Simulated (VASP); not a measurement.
# Cl2 in VASP: notebook

Cl2 is run at these levels: PBEsol; tasks: single point, relaxation of the atoms.

Program: VASP 6.6.1. These are calculated values, not measurements. Logs are shortened: lines on timing, memory, paths and dates and some standing lists are left out, and cuts for length are marked.

## (1) The cell of the first run

The cell holds a molecule in a box, 2 atoms: a = 13.000 Å, b = 13.300 Å, c = 13.600 Å, α = 90.00°, β = 90.00°, γ = 90.00°.

## (2) Single point, PBEsol

Contents of INCAR:

```
  PREC = Accurate
  ENCUT = 520
  EDIFF = 1E-6
  ISMEAR = 0
  SIGMA = 0.01
  LREAL = False
  LASPH = True
  NELM = 100
  ALGO = Normal
  ISIF = 2
  LWAVE = False
  LCHARG = False
  GGA = PS
  NBANDS = 14
```

Contents of KPOINTS:

```
regular mesh
0
Gamma
  1 1 1
```

Contents of POSCAR:

```
Cl
1.0
   13.0000000000      0.0000000000      0.0000000000
    0.0000000000     13.3000000000      0.0000000000
    0.0000000000      0.0000000000     13.6000000000
Cl
2
Direct
    0.4235113562      0.5000000000      0.5000000000
    0.5764886438      0.5000000000      0.5000000000
```

Potentials or basis: VASP PAW PBE potentials, release 64 (Cl).

Started as:

```
$ cat potpaw_PBE.64/Cl/POTCAR > POTCAR
$ mpirun -np 1 vasp_gam > vasp.out
```

OUTCAR:

```text
PREC = Accurate
   ENCUT = 520
   EDIFF = 1E-6
   ISMEAR = 0
   LREAL = False
   LASPH = True
   NELM = 100
   ISIF = 2
   GGA = PS

 ion  position               nearest neighbor table
   1  0.424  0.500  0.500-   2 1.99
   2  0.576  0.500  0.500-   1 1.99

  LATTYP: Found a simple orthorhombic cell.
 ALAT       =    13.0000000000
 B/A-ratio  =     1.0230769231
 C/A-ratio  =     1.0461538462

  Lattice vectors:

 A1 = (  13.0000000000,   0.0000000000,   0.0000000000)
 A2 = (   0.0000000000,  13.3000000000,   0.0000000000)
 A3 = (   0.0000000000,   0.0000000000,  13.6000000000)

Analysis of symmetry for initial positions (statically):
=====================================================================
 Subroutine PRICEL returns:
 Original cell was already a primitive cell.

 Routine SETGRP: Setting up the symmetry group for a
 simple orthorhombic supercell.

 Subroutine GETGRP returns: Found  8 space group operations
 (whereof  8 operations were pure point group operations)
 out of a pool of  8 trial point group operations.

The static configuration has the point symmetry D_2h.

Analysis of symmetry for dynamics (positions and initial velocities):
=====================================================================
 Subroutine PRICEL returns:
 Original cell was already a primitive cell.

 Routine SETGRP: Setting up the symmetry group for a
 simple orthorhombic supercell.

 Subroutine GETGRP returns: Found  8 space group operations
 (whereof  8 operations were pure point group operations)
 out of a pool of  8 trial point group operations.

The dynamic configuration has the point symmetry D_2h.

 Subroutine INISYM returns: Found  8 space group operations
 (whereof  8 operations are pure point group operations),
 and found     1 'primitive' translations

----------------------------------------------------------------------------------------

                                     Primitive cell

  volume of cell :    2351.4400

  direct lattice vectors                    reciprocal lattice vectors
    13.000000000  0.000000000  0.000000000     0.076923077  0.000000000  0.000000000
     0.000000000 13.300000000  0.000000000     0.000000000  0.075187970  0.000000000
     0.000000000  0.000000000 13.600000000     0.000000000  0.000000000  0.073529412

  length of vectors
    13.000000000 13.300000000 13.600000000     0.076923077  0.075187970  0.073529412

[... 55 lines left out ...]
   NELM   =    100;   NELMIN=  2; NELMDL= -5     # of ELM steps
   EDIFF  = 0.1E-05   stopping-criterion for ELM
   LREAL  =      F    real-space projection
   EDIFFG = 0.1E-04   stopping-criterion for IOM
   NSW    =      0    number of steps for IOM
   IBRION =     -1    ionic relax: 0-MD 1-quasi-New 2-CG
   NFREE  =      0    steps in history (QN), initial steepest desc. (CG)
   ISIF   =      2    stress and relaxation
   ISYM   =      2    0-nonsym 1-usesym 2-fastsym
   POTIM  = 0.5000    time-step for ionic-motion
   TEBEG  =    0.0;   TEEND  =   0.0 temperature during run
   PSTRESS=    0.0 pullay stress
   NELECT =      14.0000    total number of electrons
   NUPDOWN=      -1.0000    fix difference up-down
   EMIN   =  10.00;   EMAX   =-10.00  energy-range for DOS
   EFERMI =   0.00;   METHOD = LEGACY
   ISMEAR =     0;   SIGMA  =   0.01  broadening in eV -4-tet -1-fermi 0-gaus
   EFERMI_NEDOS =   21; number of points for ismear=-14 and -15
   IALGO  =     38    algorithm
   IMIX   =      4    mixing-type and parameters
     AMIX     =   0.40;   BMIX     =  1.00
     AMIX_MAG =   1.60;   BMIX_MAG =  1.00
  volume/ion in A,a.u.               =    1175.72      7934.15
  Fermi-wavevector in a.u.,A,eV,Ry     =   0.296715  0.560710  1.197854  0.088040
  Thomas-Fermi vector in A             =   1.161512
   LORBIT       =      0    0 simple, 1 ext, 2 COOP (PROOUT), +10 PAW based schemes
   GGA     = PS    functional components
   LHFCALC =     F    Hartree Fock is set to
   AEXX    =    0.0000 exact exchange contribution
   IVDW    =     0    specifies the selected vdW correction
   LEPSILON=     F    determine dielectric tensor
   LRPA    =     F    only Hartree local field effects (RPA)
 non-spin polarized calculation
 Gauss-broadening in eV      SIGMA  =   0.01
  energy-cutoff  :      520.00
  volume of cell :     2351.44
 maximum number of plane-waves:     31662
 NGX is ok and might be reduce to    98
   NGX = 49   NGY = 49   NGZ = 51

 number of electron      13.9999997 magnetization

 Free energy of the ion-electron system (eV)
  ---------------------------------------------------
  ext. energy  EPLUGINS =         0.00000000
  ---------------------------------------------------
  free energy    TOTEN  =        -3.84370982 eV

  energy without entropy =       -3.84370982  energy(sigma->0) =       -3.84370982

 E-fermi :  -7.0111     XC(G=0):  -0.4190

 val. band max:       -7.1011566026   @ k =   0.0000   0.0000   0.0000
 cond. band min:      -4.0375385286   @ k =   0.0000   0.0000   0.0000
 fundamental gap:      3.0636180740
 Fermi energy:        -7.0110679243

 k-point     1 :       0.0000    0.0000    0.0000
  band No.  band energies     occupation
      1     -23.3866      2.00000
      2     -19.0620      2.00000
      3     -11.8238      2.00000
      4      -9.8159      2.00000
      5      -9.8159      2.00000
      6      -7.1012      2.00000
      7      -7.1012      2.00000
      8      -4.0375      0.00000
      9      -0.2815      0.00000
     10       0.5227      0.00000
     11       0.6704      0.00000
     12       0.6983      0.00000
     13       0.6986      0.00000
     14       0.8047      0.00000

------------------------ aborting loop because EDIFF is reached ----------------------------------------

  FORCE on cell =-STRESS in cart. coord.  units (eV):
  Direction    XX          YY          ZZ          XY          YZ          ZX
  --------------------------------------------------------------------------------------
  -------------------------------------------------------------------------------------
  Total       -0.3519219     -0.0199252     -0.0198416      0.0000000      0.0000000      0.0000000
  in kB       -0.2397855     -0.0135763     -0.0135193      0.0000000      0.0000000      0.0000000
  external PRESSURE =      -0.0889604 kB  Pullay stress =       0.0000000 kB

 VOLUME and BASIS-vectors are now :
 -----------------------------------------------------------------------------
  energy-cutoff  :      520.00
  volume of cell :     2351.44
      direct lattice vectors                 reciprocal lattice vectors
    13.000000000  0.000000000  0.000000000     0.076923077  0.000000000  0.000000000
     0.000000000 13.300000000  0.000000000     0.000000000  0.075187970  0.000000000
     0.000000000  0.000000000 13.600000000     0.000000000  0.000000000  0.073529412

 POSITION                                       TOTAL-FORCE (eV/Angst)
 -----------------------------------------------------------------------------------
      5.50565      6.65000      6.80000         0.166140     -0.000000      0.000000
      7.49435      6.65000      6.80000        -0.166140      0.000000     -0.000000
 -----------------------------------------------------------------------------------
    total drift:                                0.000000      0.000000     -0.000000

  FREE ENERGIE OF THE ION-ELECTRON SYSTEM (eV)
  ---------------------------------------------------
  free  energy   TOTEN  =        -3.8437098223 eV

  energy  without entropy=       -3.8437098223  energy(sigma->0) =       -3.84370982
```

It took 86 s on 1 thread of Intel Xeon 6975P-C (Granite Rapids), shared host; peak memory 1.4 GiB.

What came out:

```yaml
Free_energy: -3.8437 eV
Largest_force: 0.166 eV/Å
Gap_between_the_frontier_levels: 3.06 eV
```

Forces on the atoms (eV/Å):
```
Cl   0.166  0.000  0.000
Cl  -0.166  0.000  0.000
```

Caveat: the PAW data sets were made with another functional, which shifts forces and pressure a little.

## (3) Relaxation of the atoms, PBEsol

Contents of INCAR:

```
SYSTEM = Cl
PREC = Accurate
ENCUT = 520
EDIFF = 1E-6
ISMEAR = 0
SIGMA = 0.01
LREAL = .False.
LASPH = .True.
NELM = 80
ALGO = Normal
ISIF = 2
LWAVE = .False.
LCHARG = .False.
GGA = PS
IBRION = 2
NSW = 60
EDIFFG = -0.005
```

Contents of KPOINTS:

```
Automatic mesh
0
Gamma
  1 1 1
  0 0 0
```

Contents of POSCAR:

```
Cl
1.0
   13.0000000000      0.0000000000      0.0000000000
    0.0000000000     13.3000000000      0.0000000000
    0.0000000000      0.0000000000     13.6000000000
Cl
2
Direct
    0.4226923077      0.5000000000      0.5000000000
    0.5773076923      0.5000000000      0.5000000000
```

Potentials or basis: VASP PAW PBE potentials, release 64 (Cl).

Started as:

```
$ cat potpaw_PBE.64/Cl/POTCAR > POTCAR
$ mpirun -np 1 vasp_gam > vasp.out
```

OUTCAR:

```text
SYSTEM = Cl
   PREC = Accurate
   ENCUT = 520
   EDIFF = 1E-6
   ISMEAR = 0
   LREAL = .False.
   LASPH = .True.
   NELM = 80
   ISIF = 2
   GGA = PS
   IBRION = 2
   NSW = 60
   EDIFFG = -0.005

 ion  position               nearest neighbor table
   1  0.423  0.500  0.500-   2 2.01
   2  0.577  0.500  0.500-   1 2.01

  LATTYP: Found a simple orthorhombic cell.
 ALAT       =    13.0000000000
 B/A-ratio  =     1.0230769231
 C/A-ratio  =     1.0461538462

  Lattice vectors:

 A1 = (  13.0000000000,   0.0000000000,   0.0000000000)
 A2 = (   0.0000000000,  13.3000000000,   0.0000000000)
 A3 = (   0.0000000000,   0.0000000000,  13.6000000000)

[... 159 lines left out ...]
  -------------------------------------------------------------------------------------
  Total       -1.1373239     -0.0202586     -0.0200966      0.0000000      0.0000000      0.0000000
  in kB       -0.7749271     -0.0138034     -0.0136930      0.0000000      0.0000000      0.0000000
  external PRESSURE =      -0.2674745 kB  Pullay stress =       0.0000000 kB
[... 59 lines left out ...]
--------------------------------------- Ionic step        3  -------------------------------------------

 number of electron      13.9999997 magnetization

 Free energy of the ion-electron system (eV)
  ---------------------------------------------------
  ext. energy  EPLUGINS =         0.00000000
  ---------------------------------------------------
  free energy    TOTEN  =        -3.84440785 eV

  energy without entropy =       -3.84440785  energy(sigma->0) =       -3.84440785

 E-fermi :  -7.0308     XC(G=0):  -0.4100

 val. band max:       -7.0823966630   @ k =   0.0000   0.0000   0.0000
 cond. band min:      -3.9668393205   @ k =   0.0000   0.0000   0.0000
 fundamental gap:      3.1155573425
 Fermi energy:        -7.0307711524

 k-point     1 :       0.0000    0.0000    0.0000
  band No.  band energies     occupation
      1     -23.4434      2.00000
      2     -19.0372      2.00000
      3     -11.8400      2.00000
      4      -9.8428      2.00000
      5      -9.8428      2.00000
      6      -7.0824      2.00000
      7      -7.0824      2.00000
      8      -3.9668      0.00000
      9      -0.2788      0.00000
     10       0.5292      0.00000
     11       0.6721      0.00000
[... 27 lines left out ...]
  FREE ENERGIE OF THE ION-ELECTRON SYSTEM (eV)
  ---------------------------------------------------
  free  energy   TOTEN  =        -3.8444078511 eV

  energy  without entropy=       -3.8444078511  energy(sigma->0) =       -3.84440785

 reached required accuracy - stopping structural energy minimisation
```

CONTCAR:

```text
Cl
   1.00000000000000
    13.0000000000000000    0.0000000000000000    0.0000000000000000
     0.0000000000000000   13.3000000000000007    0.0000000000000000
     0.0000000000000000    0.0000000000000000   13.5999999999999996
  Cl
     2
Direct
     0.4238379697351269    0.5000000000000000    0.5000000000000000
     0.5761620302648730    0.5000000000000000    0.5000000000000000

  0.00000000E+00  0.00000000E+00  0.00000000E+00
  0.00000000E+00  0.00000000E+00  0.00000000E+00
```

Run time: 9.5 min. Hardware: 1 thread of AMD EPYC 7R13, shared host; peak memory 1.4 GiB.

Results:

* Free energy: -3.8444 eV
* Energy gained by relaxing: 4.2 meV/atom
* Ionic steps: 3
* Gap between the frontier levels: 3.12 eV

Step by step:
| step | energy change (eV) | largest force (eV/Å) | pressure (GPa) |
| --- | --- | --- | --- |
| 1 | 0.0000 | 0.5548 | -0.03 |
| 2 | -0.0026 | 0.5023 | 0.02 |
| 3 | -0.0084 | 0.0001 | 0.00 |

Final structure:
```xyz
2
Lattice="13.0000 0.0000 0.0000 0.0000 13.3000 0.0000 0.0000 0.0000 13.6000" Properties=species:S:1:pos:R:3 pbc="T T T"
Cl    5.5099    6.6500    6.8000
Cl    7.4901    6.6500    6.8000
```

Levels at points of the mesh, in eV from the valence-band top:
```tsv
k point	band 4	band 5	band 6	band 7	band 8	band 9	band 10	band 11
(0.00, 0.00, 0.00)	-2.76	-2.76	0.00	0.00	3.12	6.80	7.61	7.75
```

Caveat: the PAW data sets were made with another functional, which shifts forces and pressure a little.
